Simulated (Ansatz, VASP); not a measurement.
# One calculation of SrCl2, two programs

```xyz
3
Lattice="0.0000 3.5247 3.5247 3.5247 0.0000 3.5247 3.5247 3.5247 0.0000" Properties=species:S:1:pos:R:3 pbc="T T T"
Sr    0.0000    0.0000    0.0000
Cl    1.7623    1.7623    1.7623
Cl    5.2870    5.2870    5.2870
```

Alike in both runs: functional PBE; k mesh 6 × 6 × 6; occupations fermi-dirac, width 0.02 eV; no spin polarisation.

Ansatz relaxed the structure, and its values are those at the end. VASP's run is a single point on that final structure, the one shown.

|  | VASP | Ansatz |
| --- | --- | --- |
| version | VASP 6.6.1 | Ansatz 0.2.0 |
| potentials or method | VASP PAW PBE potentials, release 64 (Sr_sv, Cl), cutoff 520 eV | all-electron LAPW, non-relativistic |

|  | VASP | Ansatz | Ansatz less VASP |
| --- | --- | --- | --- |
| gap on the k mesh at the Fermi level (eV) | 5.22 | 5.42 | +0.198 |
| pressure (GPa) | 0.0 | 0.0 | +0.06 |

Ansatz ran all-electron here, and VASP with PAW potentials.
